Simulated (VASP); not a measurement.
A run of VASP 6.6.1 is set up as follows.

Contents of INCAR:

```
SYSTEM = HfSi3Br4
ALGO = Normal
EDIFF = 1E-7
EDIFFG = -0.04
ENCUT = 600
GGA = PE
IBRION = 2
ISIF = 3
ISMEAR = 0
LASPH = .True.
LCHARG = .False.
LREAL = .False.
LWAVE = .False.
NELM = 60
NSW = 90
PREC = Accurate
SIGMA = 0.1
```

The input KPOINTS:

```
k-points
0
Gamma
  4 4 4
  0 0 0
```

Contents of POSCAR:

```
HfSi3Br4
1.0
    6.2785681300      0.0000000000      0.0000000000
    0.0000000000      6.2785681300      0.0000000000
    0.0000000000      0.0000000000      6.2785681300
Hf Si Br
1 3 4
Direct
    0.0000000000      0.0000000000      0.0000000000
    0.0000000000      0.5000000000      0.5000000000
    0.5000000000      0.0000000000      0.5000000000
    0.5000000000      0.5000000000      0.0000000000
    0.5000000000      0.0000000000      0.0000000000
    0.0000000000      0.5000000000      0.0000000000
    0.0000000000      0.0000000000      0.5000000000
    0.5000000000      0.5000000000      0.5000000000
```

Potentials or basis: VASP PAW PBE potentials, release 64 (Hf_pv, Si, Br).

Launch:

```sh
$ cat potpaw_PBE.64/Hf_pv/POTCAR potpaw_PBE.64/Si/POTCAR potpaw_PBE.64/Br/POTCAR > POTCAR
$ mpirun -np 1 vasp_std > vasp.out
```

Problem. What does it give for the relaxed volume?

Solution. 24.17 Å³/atom.

Problem. Estimate the space group after relaxing (to 0.1 Å).

Solution. Pm-3m (No. 221).

Problem. What does it give for the relaxed cell?

Solution. a = 5.782 Å, b = 5.782 Å, c = 5.782 Å, α = 90.00°, β = 90.00°, γ = 90.00°.

The path:
```tsv
step	energy change (eV)	largest force (eV/Å)	pressure (GPa)	volume (Å³)
1	0.0000	0.0000	-4.99	247.50
2	-0.8174	0.0000	-2.59	214.56
3	-0.9859	0.0000	-0.73	198.75
4	-0.9954	0.0000	0.21	193.33
```

Caveat: the volume moved by over 15 % at a fixed basis, so the end points are rough; the highest band is partly filled, so the run has too few bands.
